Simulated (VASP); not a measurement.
Set up this calculation in VASP 6.6.1, as the native input.

| Quantity | Value |
| --- | --- |
| Task | single point |
| Functional | LDA |
| Potentials or basis | VASP PAW LDA potentials, release 64 (Be) |
| Cutoff | 520 eV |
| k mesh | 12 × 7 × 8 |
| Occupations | gaussian, width 0.1 eV |
| Spin | no spin polarisation |
| Dipole correction | no |
| Further INCAR settings | ALGO = Normal; EDIFF = 1e-07; NBANDS = 12 |

The structure of Be lies in POSCAR:

```
Be
1.0
    2.1680000000      0.0000000000      0.0000000000
    0.0000000000      3.7550000000      0.0000000000
    0.0000000000      0.0000000000      3.4160000000
Be
4
Direct
    0.6700000000      0.8200000000      0.7000000000
    0.3300000000      0.1800000000      0.7000000000
    0.1700000000      0.6800000000      0.3000000000
    0.8300000000      0.3200000000      0.3000000000
```

These files were run (other wordings do the same):

INCAR

```
SYSTEM = Be
PREC = Accurate
ENCUT = 520
EDIFF = 1E-7
ISMEAR = 0
SIGMA = 0.1
LREAL = .False.
LASPH = .True.
NELM = 80
ALGO = Normal
ISIF = 2
LWAVE = .False.
LCHARG = .False.
GGA = CA
NBANDS = 12
```

KPOINTS

```
Automatic mesh
0
Gamma
  12 7 8
  0 0 0
```

Potentials or basis: VASP PAW LDA potentials, release 64 (Be).

The run is started by

```sh
$ cat potpaw_LDA.64/Be/POTCAR > POTCAR
$ mpirun -np 1 vasp_std > vasp.out
```

It gave:

| Quantity | Value |
| --- | --- |
| Pressure | 56.5 GPa |
| Largest force | 7.428 eV/Å |
| Band gap on the k mesh | zero (bands 4 and 5 overlap by 1.42 eV) |

Caveat: the cell stands under pressure; forces of over 1 eV/Å act on the atoms, so gaps and moduli don't describe the material at rest.

It took 43 s on 1 thread of Intel Xeon 8259CL (shared host), peak memory 0.15 GiB.
